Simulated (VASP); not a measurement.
# Sb (R-3m) in VASP: notebook

Sb is run at these levels: PBEsol; tasks: single point.

All numbers are computed with VASP 6.6.1; they aren't measurements. Logs are shortened: lines on timing, memory, paths and dates and some standing lists are left out, and cuts for length are marked.

### 1 The cell of the first run

It takes space group R-3m (No. 166, trigonal). The conventional cell has a = 4.215 Å, b = 4.215 Å, c = 11.232 Å, α = 90.00°, β = 90.00°, γ = 120.00°. Within 3.8 Å of Sb (site symmetry 3m) lie 6 Sb at 2.86 to 3.31 Å.

### 2 Single point, PBEsol (equal xx and yy strain of -2 %)

INCAR

```
  PREC = Accurate
  ENCUT = 520
  EDIFF = 1E-6
  ISMEAR = -1
  SIGMA = 0.05
  LREAL = False
  LASPH = True
  NELM = 100
  ALGO = Normal
  ISIF = 2
  LWAVE = False
  LCHARG = True
  GGA = PS
  LELF = True
  LVHAR = True
  NBANDS = 12
```

KPOINTS

```
Automatic mesh
0
Gamma
  9 9 9
```

POSCAR

```
Sb
1.0
    2.1075883254      1.2168166870      3.7440000000
   -2.1075883254      1.2168166870      3.7440000000
    0.0000000000     -2.4336333739      3.7440000000
Sb
2
Direct
    0.2336400000      0.2336400000      0.2336400000
    0.7663600000      0.7663600000      0.7663600000
```

Potentials or basis: VASP PAW PBE potentials, release 64 (Sb).

The run is started by

```
> cat potpaw_PBE.64/Sb/POTCAR > POTCAR
> mpirun -np 1 vasp_std > vasp.out
```

OUTCAR:

```text
PREC = Accurate
   ENCUT = 520
   EDIFF = 1E-6
   ISMEAR = -1
   LREAL = False
   LASPH = True
   NELM = 100
   ISIF = 2
   GGA = PS

 ion  position               nearest neighbor table
   1  0.234  0.234  0.234-   2 2.86   2 2.86   2 2.86   2 3.31   2 3.31   2 3.31
   2  0.766  0.766  0.766-   1 2.86   1 2.86   1 2.86   1 3.31   1 3.31   1 3.31

  LATTYP: Found a trigonal (rhomboedric) cell.
 ALAT       =     4.4654347380
 COS(alpha) =     0.5544729564

  Lattice vectors:

 A1 = (   2.1075883254,   1.2168166870,   3.7440000000)
 A2 = (  -2.1075883254,   1.2168166870,   3.7440000000)
 A3 = (   0.0000000000,  -2.4336333739,   3.7440000000)

Analysis of symmetry for initial positions (statically):
=====================================================================
 Subroutine PRICEL returns:
 Original cell was already a primitive cell.

 Routine SETGRP: Setting up the symmetry group for a
 trigonal (rhombohedral) supercell.

 Subroutine GETGRP returns: Found 12 space group operations
 (whereof 12 operations were pure point group operations)
 out of a pool of 12 trial point group operations.

The static configuration has the point symmetry D_3d.

Analysis of symmetry for dynamics (positions and initial velocities):
=====================================================================
 Subroutine PRICEL returns:
 Original cell was already a primitive cell.

 Routine SETGRP: Setting up the symmetry group for a
 trigonal (rhombohedral) supercell.

 Subroutine GETGRP returns: Found 12 space group operations
 (whereof 12 operations were pure point group operations)
 out of a pool of 12 trial point group operations.

The dynamic configuration has the point symmetry D_3d.

 Subroutine INISYM returns: Found 12 space group operations
 (whereof 12 operations are pure point group operations),
 and found     1 'primitive' translations

----------------------------------------------------------------------------------------

                                     Primitive cell

  volume of cell :      57.6100

  direct lattice vectors                    reciprocal lattice vectors
     2.107588325  1.216816687  3.744000000     0.237237981  0.136969412  0.089031339
    -2.107588325  1.216816687  3.744000000    -0.237237981  0.136969412  0.089031339
     0.000000000 -2.433633374  3.744000000     0.000000000 -0.273938825  0.089031339

  length of vectors
     4.465434738  4.465434738  4.465434738     0.288043502  0.288043502  0.288043502

  position of ions in fractional coordinates (direct lattice)
     0.233640000  0.233640000  0.233640000
     0.766360000  0.766360000  0.766360000

  ion indices of the primitive-cell ions
   primitive index   ion index
                 1           1
                 2           2

----------------------------------------------------------------------------------------

 KPOINTS: Automatic mesh

Automatic generation of k-mesh.
 Grid dimensions read from file:
 generate k-points for:    9    9    9

 Generating k-lattice:

  Cartesian coordinates                     Fractional coordinates (reciprocal lattice)
     0.026359776  0.015218824  0.009892371     0.111111111 -0.000000000  0.000000000
    -0.026359776  0.015218824  0.009892371    -0.000000000  0.111111111  0.000000000
     0.000000000 -0.030437647  0.009892371     0.000000000  0.000000000  0.111111111

  Length of vectors
     0.032004834  0.032004834  0.032004834

  Shift w.r.t. Gamma in fractional coordinates (k-lattice)
     0.000000000  0.000000000  0.000000000

 Subroutine IBZKPT returns following result:
 ===========================================

 Found     85 irreducible k-points:

 Following reciprocal coordinates:
            Coordinates               Weight
  0.000000  0.000000  0.000000      1.000000
  0.111111  0.000000  0.000000      6.000000
  0.222222  0.000000  0.000000      6.000000
  0.333333  0.000000  0.000000      6.000000
  0.444444  0.000000  0.000000      6.000000
  0.111111  0.111111  0.000000      6.000000
[... 16 lines left out ...]
 -0.333333  0.333333  0.000000      6.000000
  0.444444  0.444444  0.000000      6.000000
 [... further k-points ...]
   k-points           NKPTS =     85   k-points in BZ     NKDIM =     85   number of bands    NBANDS=     12
   number of dos      NEDOS =    301   number of ions     NIONS =      2
   total plane-waves  NPLWV =  46656
   dimension x,y,z NGX =    36 NGY =   36 NGZ =   36
   dimension x,y,z NGXF=    72 NGYF=   72 NGZF=   72
   ions per type =               2
   NGX,Y,Z   is equivalent  to a cutoff of  13.40, 13.40, 13.40 a.u.
   NGXF,Y,Z  is equivalent  to a cutoff of  26.81, 26.81, 26.81 a.u.
 SYSTEM =  unknown system
   PREC   = accura    normal or accurate (medium, high low for compatibility)
   ISTART =      0    job   : 0-new  1-cont  2-samecut
   ICHARG =      2    charge: 1-file 2-atom 10-const
   ISPIN  =      1    spin polarized calculation?
   LNONCOLLINEAR =      F non collinear calculations
   LSORBIT =      F    spin-orbit coupling
   LASPH  =      T    aspherical Exc in radial PAW
   ENCUT  =  520.0 eV  38.22 Ry    6.18 a.u.   8.30  8.30  8.30*2*pi/ulx,y,z
   NELM   =    100;   NELMIN=  2; NELMDL= -5     # of ELM steps
   EDIFF  = 0.1E-05   stopping-criterion for ELM
   LREAL  =      F    real-space projection
   EDIFFG = 0.1E-04   stopping-criterion for IOM
   NSW    =      0    number of steps for IOM
   IBRION =     -1    ionic relax: 0-MD 1-quasi-New 2-CG
   NFREE  =      0    steps in history (QN), initial steepest desc. (CG)
   ISIF   =      2    stress and relaxation
   ISYM   =      2    0-nonsym 1-usesym 2-fastsym
   POTIM  = 0.5000    time-step for ionic-motion
   TEBEG  =    0.0;   TEEND  =   0.0 temperature during run
   PSTRESS=    0.0 pullay stress
   NELECT =      10.0000    total number of electrons
   NUPDOWN=      -1.0000    fix difference up-down
   EMIN   =  10.00;   EMAX   =-10.00  energy-range for DOS
   EFERMI =   0.00;   METHOD = LEGACY
   ISMEAR =    -1;   SIGMA  =   0.05  broadening in eV -4-tet -1-fermi 0-gaus
   EFERMI_NEDOS =   21; number of points for ismear=-14 and -15
   IALGO  =     38    algorithm
   IMIX   =      4    mixing-type and parameters
     AMIX     =   0.40;   BMIX     =  1.00
     AMIX_MAG =   1.60;   BMIX_MAG =  1.00
  volume/ion in A,a.u.               =      28.81       194.39
  Fermi-wavevector in a.u.,A,eV,Ry     =   0.913220  1.725736 11.346865  0.833971
  Thomas-Fermi vector in A             =   2.037707
   LORBIT       =      0    0 simple, 1 ext, 2 COOP (PROOUT), +10 PAW based schemes
   GGA     = PS    functional components
   LHFCALC =     F    Hartree Fock is set to
   AEXX    =    0.0000 exact exchange contribution
   IVDW    =     0    specifies the selected vdW correction
   LEPSILON=     F    determine dielectric tensor
   LRPA    =     F    only Hartree local field effects (RPA)
 non-spin polarized calculation
  energy-cutoff  :      520.00
  volume of cell :       57.61
 maximum number of plane-waves:      1567
 NGX is ok and might be reduce to    36
   NGX = 17   NGY = 17   NGZ = 17

 number of electron      10.0000000 magnetization

 Free energy of the ion-electron system (eV)
  ---------------------------------------------------
  ext. energy  EPLUGINS =         0.00000000
  ---------------------------------------------------
  free energy    TOTEN  =        -9.08196987 eV

  energy without entropy =       -9.07932676  energy(sigma->0) =       -9.08064832

 E-fermi :   7.7801     XC(G=0):  -9.8658

 val. band max:        7.7389783197   @ k =   0.4444   0.0000   0.0000
 cond. band min:       7.8527912594   @ k =   0.3333   0.2222   0.2222
 fundamental gap:      0.1138129398
 Fermi energy:         7.7801016760

 k-point     1 :       0.0000    0.0000    0.0000
  band No.  band energies     occupation
      1      -5.3813      2.00000
      2       3.1667      2.00000
      3       5.4231      2.00000
      4       5.9433      2.00000
      5       5.9433      2.00000
      6       9.8201      0.00000
      7      10.5118      0.00000
      8      10.5118      0.00000
      9      12.8532      0.00000
     10      12.8532      0.00000
     11      12.9497      0.00000
     12      14.1240      0.00000

 k-point     2 :       0.1111    0.0000    0.0000
  band No.  band energies     occupation
      1      -5.2367      2.00000
      2       2.4929      2.00000
      3       5.4929      2.00000
      4       5.8973      2.00000
      5       6.1532      2.00000
      6       9.8098      0.00000
      7      10.1308      0.00000
      8      10.1827      0.00000
      9      12.2574      0.00000
     10      12.6528      0.00000
     11      12.9022      0.00000
     12      15.1913      0.00000

 k-point     3 :       0.2222    0.0000    0.0000
  band No.  band energies     occupation
      1      -4.8059      2.00000
      2       1.1187      2.00000
      3       5.5084      2.00000
      4       5.8032      2.00000
      5       6.5626      2.00000
      6       9.2381      0.00000
      7       9.3268      0.00000
      8       9.4247      0.00000
      9      12.3854      0.00000
     10      12.9432      0.00000
     11      13.5743      0.00000
     12      17.1642      0.00000
[... 286 lines left out ...]
 k-point    23 :      -0.3333    0.3333    0.0000
  band No.  band energies     occupation
      1      -2.1214      2.00000
      2      -1.9241      2.00000
      3       2.3695      2.00000
      4       4.7001      2.00000
      5       5.0212      2.00000
      6       9.9562      0.00000
      7      10.3135      0.00000
      8      12.9583      0.00000
      9      13.3998      0.00000
     10      14.2025      0.00000
     11      15.6335      0.00000
     12      17.9657      0.00000

 k-point    24 :       0.4444    0.4444    0.0000
  band No.  band energies     occupation
      1      -3.0029      2.00000
      2      -0.2271      2.00000
      3       2.2093      2.00000
      4       3.7775      2.00000
      5       3.9864      2.00000
      6       9.1127      0.00000
      7      12.8051      0.00000
      8      13.3890      0.00000
      9      14.5276      0.00000
     10      16.4313      0.00000
     11      17.5780      0.00000
     12      18.5475      0.00000

 [... further k-points ...]
[... 5 lines left out ...]
  --------------------------------------------------------------------------------------
  -------------------------------------------------------------------------------------
  Total        1.4364372      1.4364372      0.8121824      0.0000000      0.0000000      0.0000000
  in kB       39.9483808     39.9483808     22.5873942      0.0000000      0.0000000      0.0000000
  external PRESSURE =      34.1613852 kB  Pullay stress =       0.0000000 kB

 VOLUME and BASIS-vectors are now :
 -----------------------------------------------------------------------------
  energy-cutoff  :      520.00
  volume of cell :       57.61
      direct lattice vectors                 reciprocal lattice vectors
     2.107588325  1.216816687  3.744000000     0.237237981  0.136969412  0.089031339
    -2.107588325  1.216816687  3.744000000    -0.237237981  0.136969412  0.089031339
     0.000000000 -2.433633374  3.744000000     0.000000000 -0.273938825  0.089031339

 POSITION                                       TOTAL-FORCE (eV/Angst)
 -----------------------------------------------------------------------------------
      0.00000      0.00000      2.62424         0.000000      0.000000      0.437570
      0.00000      0.00000      8.60776         0.000000     -0.000000     -0.437570
 -----------------------------------------------------------------------------------
    total drift:                                0.000000     -0.000000      0.000000

  FREE ENERGIE OF THE ION-ELECTRON SYSTEM (eV)
  ---------------------------------------------------
  free  energy   TOTEN  =        -9.0819698727 eV

  energy  without entropy=       -9.0793267614  energy(sigma->0) =       -9.08064832
```

It took 27 s on 1 thread of Intel Xeon Platinum 8488C (Sapphire Rapids), shared host; peak memory 0.22 GiB.

Results:

| Item | Value |
| --- | --- |
| Free energy | -9.0820 eV |
| Pressure | 3.4 GPa |
| Largest force | 0.438 eV/Å |
| Band gap on the k mesh | zero (band 5 reaches 7.85 eV, above the bottom of band 6 at 7.74 eV) |

Forces in eV/Å, atoms in the order of the input:
```
Sb   0.000  0.000  0.438
Sb   0.000  0.000 -0.438
```

Stress tensor (GPa, compression positive):
```
3.99 0.00 0.00
0.00 3.99 0.00
0.00 0.00 2.26
```

Levels at points of the mesh, in eV from the Fermi level:
```csv
k point,band 3,band 4,band 5,band 6,band 7,band 8
"(0.00, 0.00, 0.00)",-2.36,-1.84,-1.84,2.04,2.73,2.73
```

Caveat: the cell differs from its parent crystal (equal xx and yy strain of -2 %); the PAW data sets were made with another functional, which shifts forces and pressure a little; spin-orbit coupling is left out, which moves the levels of the heavy elements.

(Continued in part 2 of 2.)
